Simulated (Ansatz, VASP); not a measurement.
## Two plane-wave programs on SnO2

```
Sn O
1.0
     4.61702    0.00000    0.00000
     0.00000    4.90286    0.00000
     0.00000    0.00000    3.20071
Sn O
2 4
Direct
  0.50000 0.50000 0.50000
  0.00000 0.00000 0.00000
  0.30586 0.30596 0.00000
  0.80586 0.19404 0.50000
  0.19414 0.80596 0.50000
  0.69414 0.69404 0.00000
```

Change from the starting cell: strain -0.0300 x Voigt [1, -1, 0, 0, 0, 0], atoms carried along.

Alike in both runs: task single point; functional r2SCAN; k mesh 6 × 6 × 8; occupations gaussian, width 0.05 eV; no spin polarisation.

|  | VASP | Ansatz |
| --- | --- | --- |
| version | VASP 6.6.1 | Ansatz 0.2.0 |
| potentials or method | VASP PAW PBE potentials, release 64 (Sn_d, O), cutoff 520 eV | scalar-relativistic, plane waves, PAW |
| valence electrons in the cell | 52 | 52 |

|  | VASP | Ansatz | Ansatz less VASP |
| --- | --- | --- | --- |
| gap on the k mesh at the Fermi level (eV) | 1.77 | 1.75 | -0.026 |
| least direct gap on the mesh (eV) | 1.77 | 1.75 | -0.026 |
| pressure (GPa) | 1.1 | 0.0 | -1.07 |
| traceless stress, the component that is largest in VASP (GPa) | -2.98 | -2.84 | +0.137 |
| rms of the force components (eV/Å) | 0.023 | 0.023 | +0.0005 |

VASP's potentials were made for PBE, not for r2SCAN. Atom by atom the forces differ by 0.013 eV/Å (rms over components). With one functional, cell and mesh, what is left measures potentials, basis and numerics.
